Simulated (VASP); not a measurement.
Wanted: the native input for a VASP 6.6.1 run.

```yaml
Task: relaxation of cell and atoms
Functional: PBEsol
Potentials_or_basis: VASP PAW PBE potentials, release 64 (Hf_pv)
Cutoff: 600 eV
k_mesh: 10 × 10 × 5
Occupations: fermi-dirac, width 0.05 eV
Spin: no spin polarisation
Target_pressure: 20 GPa
Dipole_correction: no
Further_INCAR_settings: ALGO = Normal; EDIFF = 1e-07; IBRION = 2; EDIFFG = -0.01; NSW = 60; ISIF = 3
```

The structure of Hf lies in POSCAR:

```
Hf
1.0
    3.1967000000      0.0000000000      0.0000000000
   -1.5983500000      2.7684234083      0.0000000000
    0.0000000000      0.0000000000      5.0578000000
Hf
2
Direct
    0.6666666667      0.3333333333      0.7500000000
    0.3333333333      0.6666666667      0.2500000000
```

These files were run (other wordings do the same):

INCAR

```
SYSTEM = Hf
PREC     = Accurate       ! precision mode
ENCUT    = 600            ! plane-wave cutoff, eV
EDIFF    = 1E-7           ! SCF threshold, eV
ISMEAR   = -1             ! smearing method
SIGMA    = 0.05           ! smearing width, eV
LREAL    = .False.        ! projectors in reciprocal space
LASPH    = .True.         ! aspherical terms in the spheres
NELM     = 80             ! most SCF steps
ALGO     = Normal         ! electronic algorithm
ISIF     = 3              ! what is computed and relaxed
LWAVE    = .False.        ! write WAVECAR
LCHARG   = .False.        ! write CHGCAR
GGA      = PS             ! functional
IBRION   = 2              ! ionic algorithm
NSW      = 60             ! ionic steps
EDIFFG   = -0.01          ! ionic threshold
PSTRESS  = 200.0
```

KPOINTS

```
regular mesh
0
Gamma
  10 10 5
  0 0 0
```

Potentials or basis: VASP PAW PBE potentials, release 64 (Hf_pv).

Run with:

```console
$ cat potpaw_PBE.64/Hf_pv/POTCAR > POTCAR
$ mpirun -np 1 vasp_std > vasp.out
```

Results of the run:

- Relaxed volume: 18.75 Å³/atom
- Relaxed cell: a = 3.008 Å, b = 3.008 Å, c = 4.785 Å, α = 90.00°, β = 90.00°, γ = 120.00°
- Space group after relaxing (to 0.05 Å): P6_3/mmc (No. 194)
- Energy change on relaxing (the enthalpy is what falls): +142.7 meV/atom
- Ionic steps: 6
- Pressure after relaxing: 20.0 GPa
- Band gap on the k mesh: zero (band 10 reaches 7.24 eV, above the bottom of band 11 at 5.67 eV)

Caveat: the cell is relaxed towards a set pressure, so the enthalpy falls and the energy may rise; the volume moved by over 15 % at a fixed basis, so the end points are rough; the PAW data sets were made with another functional, which shifts forces and pressure a little; spin-orbit coupling is left out, which moves the levels of the heavy elements.

Run time: 120 s on 1 thread of Intel(R) Xeon(R) Platinum 8488C (Sapphire Rapids), on a shared host, peak memory 0.2 GiB.
